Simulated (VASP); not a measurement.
# AlGa5As6 (P1) in VASP: single point with PBE

Aim: the single point of AlGa5As6 with PBE.

All numbers are computed with VASP 6.6.1; they aren't measurements. Logs are shortened: lines on timing, memory, paths and dates and some standing lists are left out, and cuts for length are marked.

### 1 The cell of the first run

The typed cell holds 12 atoms: a = 4.062 Å, b = 4.062 Å, c = 19.858 Å, α = 89.98°, β = 90.02°, γ = 120.01°.

### 2 Single point, PBE

Contents of INCAR:

```
SYSTEM = AlGa5As6
PREC = Accurate ; ENCUT = 520
EDIFF = 1E-6 ; ISMEAR = 0
SIGMA = 0.1 ; LREAL = .FALSE.
LASPH = .TRUE. ; NELM = 80
ALGO = Normal ; ISIF = 2
LWAVE = .FALSE. ; LCHARG = .TRUE.
GGA = PE ; LELF = .TRUE.
LVHAR = .TRUE. ; NBANDS = 61
```

Contents of KPOINTS:

```
Automatic mesh
0
G
  6 6 1
  0 0 0
```

Contents of POSCAR:

```
AlGa5As6
1.0
    4.0622672293     -0.0003951223     -0.0006951217
   -2.0314846051      3.5180554232      0.0005167228
   -0.0033886788      0.0015290087     19.8582740990
Al Ga As
1 5 6
Direct
   -0.0000388253      0.0007867980      0.0002388610
    0.3331809501      0.6660198994      0.8334464197
    0.6664144067      0.3343669981      0.6669046690
    0.0002004914      0.9997871487      0.5000936154
    0.3326748803      0.6670917352      0.3332597471
    0.6672670323      0.3320393375      0.1664016364
    0.9999261036     -0.0006104176      0.8753191139
    0.3332250255      0.6675395782      0.7084569443
    0.6669725323      0.3331206669      0.5417441299
   -0.0004811191      0.0003959097      0.3749481630
    0.3339558474      0.6654162376      0.2081553207
    0.6667026749      0.3340461084      0.0410313793
```

Potentials or basis: VASP PAW PBE potentials, release 64 (Al, Ga_d, As).

The run is started by

```sh
$ cat potpaw_PBE.64/Al/POTCAR potpaw_PBE.64/Ga_d/POTCAR potpaw_PBE.64/As/POTCAR > POTCAR
$ mpirun -np 1 vasp_std > vasp.out
```

OUTCAR:

```text
SYSTEM = AlGa5As6
   PREC = Accurate
   ENCUT = 520
   EDIFF = 1E-6
   ISMEAR = 0
   LREAL = .FALSE.
   LASPH = .TRUE.
   NELM = 80
   ISIF = 2
   GGA = PE

 ion  position               nearest neighbor table
   1  1.000  0.001  0.000-   7 2.48  12 2.48  12 2.48  12 2.48
   2  0.333  0.666  0.833-   8 2.48   7 2.49   7 2.49   7 2.49
   3  0.666  0.334  0.667-   9 2.49   8 2.49   8 2.49   8 2.49
   4  0.000  1.000  0.500-  10 2.49   9 2.49   9 2.49   9 2.49
   5  0.333  0.667  0.333-  11 2.48  10 2.49  10 2.49  10 2.49
   6  0.667  0.332  0.166-  11 2.49  11 2.49  11 2.49  12 2.49
   7  1.000  0.999  0.875-   1 2.48   2 2.49   2 2.49   2 2.49
   8  0.333  0.668  0.708-   2 2.48   3 2.49   3 2.49   3 2.49
   9  0.667  0.333  0.542-   3 2.49   4 2.49   4 2.49   4 2.49
  10  1.000  0.000  0.375-   4 2.49   5 2.49   5 2.49   5 2.49
  11  0.334  0.665  0.208-   5 2.48   6 2.49   6 2.49   6 2.49
  12  0.667  0.334  0.041-   1 2.48   1 2.48   1 2.48   6 2.49

  LATTYP: Found a triclinic cell.
 ALAT       =     4.0622673080
 B/A-ratio  =     0.9998786865
 C/A-ratio  =     4.8884706351
 COS(alpha) =     0.0000625569
 COS(beta)  =     0.0003417673
 COS(gamma) =     0.4998900025

  Lattice vectors:

 A1 = (  -4.0622672293,   0.0003951223,   0.0006951217)
 A2 = (  -2.0307826242,  -3.5176603009,   0.0001783989)
 A3 = (  -0.0033886788,   0.0015290087,  19.8582740990)

Analysis of symmetry for initial positions (statically):
=====================================================================
 Subroutine PRICEL returns:
 Original cell was already a primitive cell.

 Routine SETGRP: Setting up the symmetry group for a
 triclinic supercell.

 Subroutine GETGRP returns: Found  1 space group operations
 (whereof  1 operations were pure point group operations)
 out of a pool of  2 trial point group operations.

The static configuration has the point symmetry C_1 .

Analysis of symmetry for dynamics (positions and initial velocities):
=====================================================================
 Subroutine PRICEL returns:
 Original cell was already a primitive cell.

 Routine SETGRP: Setting up the symmetry group for a
 triclinic supercell.

 Subroutine GETGRP returns: Found  1 space group operations
 (whereof  1 operations were pure point group operations)
 out of a pool of  2 trial point group operations.

The dynamic configuration has the point symmetry C_1 .

 Subroutine INISYM returns: Found  1 space group operations
 (whereof  1 operations are pure point group operations),
 and found     1 'primitive' translations

----------------------------------------------------------------------------------------

                                     Primitive cell

  volume of cell :     283.7842

  direct lattice vectors                    reciprocal lattice vectors
     4.062267229 -0.000395122 -0.000695122     0.246181783  0.142156512  0.000031064
    -2.031484605  3.518055423  0.000516723     0.000027646  0.284263905 -0.000021882
    -0.003388679  0.001529009 19.858274099     0.000008617 -0.000002421  0.050356845

  length of vectors
     4.062267308  4.062467714 19.858274447     0.284277937  0.284263907  0.050356846

  position of ions in fractional coordinates (direct lattice)
     0.999961175  0.000786798  0.000238861
     0.333180950  0.666019899  0.833446420
     0.666414407  0.334366998  0.666904669
     0.000200491  0.999787149  0.500093615
     0.332674880  0.667091735  0.333259747
     0.667267032  0.332039337  0.166401636
     0.999926104  0.999389582  0.875319114
     0.333225025  0.667539578  0.708456944
     0.666972532  0.333120667  0.541744130
     0.999518881  0.000395910  0.374948163
     0.333955847  0.665416238  0.208155321
     0.666702675  0.334046108  0.041031379

  ion indices of the primitive-cell ions
   primitive index   ion index
                 1           1
                 2           2
                 3           3
                 4           4
                 5           5
                 6           6
                 7           7
                 8           8
                 9           9
                10          10
                11          11
                12          12

----------------------------------------------------------------------------------------

 KPOINTS: Automatic mesh

Automatic generation of k-mesh.
 Grid dimensions read from file:
 generate k-points for:    6    6    1

 Generating k-lattice:

  Cartesian coordinates                     Fractional coordinates (reciprocal lattice)
     0.041030297  0.023692752  0.000005177     0.166666667 -0.000000000 -0.000000000
     0.000004608  0.047377318 -0.000003647    -0.000000000  0.166666667 -0.000000000
     0.000008617 -0.000002421  0.050356845    -0.000000000  0.000000000  1.000000000

  Length of vectors
     0.047379656  0.047377318  0.050356846

  Shift w.r.t. Gamma in fractional coordinates (k-lattice)
     0.000000000  0.000000000  0.000000000

 Subroutine IBZKPT returns following result:
 ===========================================

 Found     20 irreducible k-points:

 Following reciprocal coordinates:
            Coordinates               Weight
  0.000000  0.000000  0.000000      1.000000
  0.166667 -0.000000  0.000000      2.000000
  0.333333  0.000000  0.000000      2.000000
  0.500000  0.000000  0.000000      1.000000
  0.000000  0.166667  0.000000      2.000000
  0.166667  0.166667  0.000000      2.000000
[... 12 lines left out ...]
  0.333333  0.500000 -0.000000      2.000000
  0.500000  0.500000 -0.000000      1.000000
   k-points           NKPTS =     20   k-points in BZ     NKDIM =     20   number of bands    NBANDS=     61
   number of dos      NEDOS =    301   number of ions     NIONS =     12
   total plane-waves  NPLWV = 135000
   dimension x,y,z NGX =    30 NGY =   30 NGZ =  150
   dimension x,y,z NGXF=    60 NGYF=   60 NGZF=  300
   ions per type =               1   5   6
   NGX,Y,Z   is equivalent  to a cutoff of  12.28, 12.28, 12.56 a.u.
   NGXF,Y,Z  is equivalent  to a cutoff of  24.55, 24.55, 25.11 a.u.
 SYSTEM =  AlGa5As6
   PREC   = accura    normal or accurate (medium, high low for compatibility)
   ISTART =      0    job   : 0-new  1-cont  2-samecut
   ICHARG =      2    charge: 1-file 2-atom 10-const
   ISPIN  =      1    spin polarized calculation?
   LNONCOLLINEAR =      F non collinear calculations
   LSORBIT =      F    spin-orbit coupling
   LASPH  =      T    aspherical Exc in radial PAW
   ENCUT  =  520.0 eV  38.22 Ry    6.18 a.u.   7.55  7.55 36.92*2*pi/ulx,y,z
   NELM   =     80;   NELMIN=  2; NELMDL= -5     # of ELM steps
   EDIFF  = 0.1E-05   stopping-criterion for ELM
   LREAL  =      F    real-space projection
   EDIFFG = 0.1E-04   stopping-criterion for IOM
   NSW    =      0    number of steps for IOM
   IBRION =     -1    ionic relax: 0-MD 1-quasi-New 2-CG
   NFREE  =      0    steps in history (QN), initial steepest desc. (CG)
   ISIF   =      2    stress and relaxation
   ISYM   =      2    0-nonsym 1-usesym 2-fastsym
   POTIM  = 0.5000    time-step for ionic-motion
   TEBEG  =    0.0;   TEEND  =   0.0 temperature during run
   PSTRESS=    0.0 pullay stress
   NELECT =      98.0000    total number of electrons
   NUPDOWN=      -1.0000    fix difference up-down
   EMIN   =  10.00;   EMAX   =-10.00  energy-range for DOS
   EFERMI =   0.00;   METHOD = LEGACY
   ISMEAR =     0;   SIGMA  =   0.10  broadening in eV -4-tet -1-fermi 0-gaus
   EFERMI_NEDOS =   21; number of points for ismear=-14 and -15
   IALGO  =     38    algorithm
   IMIX   =      4    mixing-type and parameters
     AMIX     =   0.40;   BMIX     =  1.00
     AMIX_MAG =   1.60;   BMIX_MAG =  1.00
  volume/ion in A,a.u.               =      23.65       159.59
  Fermi-wavevector in a.u.,A,eV,Ry     =   1.148561  2.170466 17.948705  1.319193
  Thomas-Fermi vector in A             =   2.285235
   LORBIT       =      0    0 simple, 1 ext, 2 COOP (PROOUT), +10 PAW based schemes
   GGA     = PE    functional components
   LHFCALC =     F    Hartree Fock is set to
   AEXX    =    0.0000 exact exchange contribution
   IVDW    =     0    specifies the selected vdW correction
   LEPSILON=     F    determine dielectric tensor
   LRPA    =     F    only Hartree local field effects (RPA)
 non-spin polarized calculation
 Gauss-broadening in eV      SIGMA  =   0.10
  energy-cutoff  :      520.00
  volume of cell :      283.78
 maximum number of plane-waves:      7675
   NGX = 15   NGY = 15   NGZ = 73

 number of electron      97.9999957 magnetization

 Free energy of the ion-electron system (eV)
  ---------------------------------------------------
  ext. energy  EPLUGINS =         0.00000000
  ---------------------------------------------------
  free energy    TOTEN  =       -50.68245549 eV

  energy without entropy =      -50.68220062  energy(sigma->0) =      -50.68232805

 E-fermi :   3.7224     XC(G=0):  -9.2975

 val. band max:        3.5394554376   @ k =   0.0000   0.0000   0.0000
 cond. band min:       3.8827803279   @ k =   0.0000   0.0000   0.0000
 fundamental gap:      0.3433248903
 Fermi energy:         3.7223571469

 k-point     1 :       0.0000    0.0000    0.0000
  band No.  band energies     occupation
      1     -11.2119      2.00000
      2     -11.2022      2.00000
      3     -11.1865      2.00000
      4     -11.1680      2.00000
      5     -11.1570      2.00000
      6     -11.1567      2.00000
[... 53 lines left out ...]
     60       7.8016      0.00000
     61       7.8335      0.00000

 k-point     2 :       0.1667   -0.0000    0.0000
  band No.  band energies     occupation
      1     -11.2175      2.00000
      2     -11.2083      2.00000
      3     -11.1949      2.00000
      4     -11.1783      2.00000
      5     -11.1646      2.00000
      6     -11.1610      2.00000
[... 1150 lines left out ...]
      5     -11.2019      2.00000
      6     -11.1606      2.00000
[... 53 lines left out ...]
     60       8.0429      0.00000
     61       8.1233      0.00000

------------------------ aborting loop because EDIFF is reached ----------------------------------------

  FORCE on cell =-STRESS in cart. coord.  units (eV):
  Direction    XX          YY          ZZ          XY          YZ          ZX
  --------------------------------------------------------------------------------------
  -------------------------------------------------------------------------------------
  Total        0.3304871      0.3398508      0.3347898      0.0150042     -0.0079633      0.0211445
  in kB        1.8658506      1.9187155      1.8901423      0.0847103     -0.0449588      0.1193766
  external PRESSURE =       1.8915695 kB  Pullay stress =       0.0000000 kB

 VOLUME and BASIS-vectors are now :
 -----------------------------------------------------------------------------
  energy-cutoff  :      520.00
  volume of cell :      283.78
      direct lattice vectors                 reciprocal lattice vectors
     4.062267229 -0.000395122 -0.000695122     0.246181783  0.142156512  0.000031064
    -2.031484605  3.518055423  0.000516723     0.000027646  0.284263905 -0.000021882
    -0.003388679  0.001529009 19.858274099     0.000008617 -0.000002421  0.050356845

 POSITION                                       TOTAL-FORCE (eV/Angst)
 -----------------------------------------------------------------------------------
      4.06051      0.00237      0.00405         0.001732     -0.002711     -0.006986
     -0.00236      2.34424     16.55092        -0.001062      0.003052     -0.005432
      2.02563      1.17708     13.24329         0.006243     -0.004464     -0.004296
     -2.03193      3.51807      9.93151         0.000822      0.000467      0.000809
     -0.00490      2.34724      6.61808         0.006607     -0.002130      0.006163
      2.03552      1.16812      3.30416        -0.003087      0.003500      0.007747
      2.02876      3.51685     17.38215        -0.000884      0.001505      0.018730
     -0.00485      2.34939     14.06885        -0.002623     -0.000216      0.000125
      2.03086      1.17250     10.75781        -0.004434      0.001935     -0.000493
      4.05824      0.00157      7.44513        -0.000941     -0.001132     -0.004346
      0.00413      2.34116      4.13372        -0.004434      0.002932     -0.003312
      2.02958      1.17499      0.81452         0.002062     -0.002738     -0.008709
 -----------------------------------------------------------------------------------
    total drift:                               -0.000133      0.000025      0.001042

  FREE ENERGIE OF THE ION-ELECTRON SYSTEM (eV)
  ---------------------------------------------------
  free  energy   TOTEN  =       -50.6824554881 eV

  energy  without entropy=      -50.6822006210  energy(sigma->0) =      -50.68232805
```

Run time: 7.3 min. Hardware: 1 thread of Intel Xeon Platinum 8259CL at 2.50GHz (Skylake/Cascade Lake), shared host; peak memory 0.5 GiB.

What came out:

```
Free energy            : -50.6825 eV
Pressure               : 0.2 GPa
Largest force          : 0.019 eV/Å
Band gap on the k mesh : 0.34 eV, direct
```

Forces on the atoms (eV/Å):
```
Al   0.002 -0.003 -0.007
Ga  -0.001  0.003 -0.005
Ga   0.006 -0.004 -0.004
Ga   0.001  0.000  0.001
Ga   0.007 -0.002  0.006
Ga  -0.003  0.004  0.008
As  -0.001  0.002  0.019
As  -0.003  0.000  0.000
As  -0.004  0.002  0.000
As  -0.001 -0.001 -0.004
As  -0.004  0.003 -0.003
As   0.002 -0.003 -0.009
```
